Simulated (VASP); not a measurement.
A run of VASP 6.6.1:

INCAR

```
SYSTEM = WC
ALGO = Normal ; EDIFF = 1E-6
ENCUT = 520 ; GGA = PE
ISIF = 2 ; ISMEAR = -1
LASPH = .True. ; LCHARG = .True.
LELF = .True. ; LREAL = .False.
LVHAR = .True. ; LWAVE = .False.
NBANDS = 16 ; NELM = 100
PREC = Accurate ; SIGMA = 0.05
```

KPOINTS

```
k-points
0
Gamma
  10 10 9
  0 0 0
```

Contents of POSCAR:

```
WC
1.0
    2.8732709285      0.0000000000      0.0000000000
   -1.4366354643      2.4883256161      0.0000000000
    0.0000000000      0.0000000000      2.8088857955
W C
1 1
Direct
    0.0000000000      0.0000000000      0.0000000000
    0.6666666667      0.3333333333      0.5000000000
```

Potentials or basis: VASP PAW PBE potentials, release 64 (W_sv, C).

The run is started by

```sh
$ cat potpaw_PBE.64/W_sv/POTCAR potpaw_PBE.64/C/POTCAR > POTCAR
$ mpirun -np 1 vasp_std > vasp.out
```

Hardware: 1 thread of Intel(R) Xeon(R) 6975P-C (Granite Rapids), with other jobs on the host.

How long does it take, and how much memory?

Run time: 12 s on 1 thread of Intel(R) Xeon(R) 6975P-C (Granite Rapids), on a shared host, peak memory 0.15 GiB. Counts: scf iterations 13, k points 70.
